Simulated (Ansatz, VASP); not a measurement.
## One calculation of Cs, two programs

The input INCAR:

```
  PREC = Accurate
  ENCUT = 520
  EDIFF = 1E-6
  ISMEAR = 0
  SIGMA = 0.1
  LREAL = F
  LASPH = T
  NELM = 100
  ALGO = Normal
  ISIF = 2
  LWAVE = F
  LCHARG = F
  GGA = PE
  NBANDS = 10
```

File KPOINTS:

```
Automatic mesh
0
Gamma
  4 4 4
```

The input POSCAR:

```
Cs
1.0
    5.8540928500      0.0000000000      0.0000000000
    0.0000000000      5.8540928500      0.0000000000
    0.0000000000      0.0000000000      3.8988771300
Cs
1
Direct
    0.5000000000      0.5000000000      0.5000000000
```

Input for Ansatz:

```yaml
crystal:
  lattice:
    - [5.85409285, 0.0, 0.0]
    - [0.0, 5.85409285, 0.0]
    - [0.0, 0.0, 3.89887713]
  atoms:
    - { symbol: Cs, position: [0.5, 0.5, 0.5] }
basis:
  ecutwfc: 420
kpoints:
  mp_grid: { grid: [4, 4, 4] }
hamiltonian:
  xc: pbe
scf:
  occupations: { method: gaussian, width: 0.1 }
  lower_state_search: "off"
output:
  forces: true
  stress: true
  eigenvalues: true
```

Alike in both runs: task single point; functional PBE; k mesh 4 × 4 × 4; occupations gaussian, width 0.1 eV; no spin polarisation.

```csv
,VASP,Ansatz
version,VASP 6.6.1,Ansatz 0.2.0
potentials or method,"VASP PAW PBE potentials, release 64 (Cs_sv), cutoff 520 eV","scalar-relativistic, plane waves, PAW"
valence electrons in the cell,9,9
```

|  | VASP | Ansatz | Ansatz less VASP |
| --- | --- | --- | --- |
| gap on the k mesh at the Fermi level (eV) | none | none | - |
| pressure (GPa) | 0.4 | 0.4 | 0.00 |
| traceless stress, the component that is largest in VASP (GPa) | 1.79 | 1.79 | -0.005 |

A gap of «none» marks a metal or a gap that the smearing closes.

The k mesh is coarse, so the values compare programs but aren't converged. Neither program's run includes spin-orbit coupling.
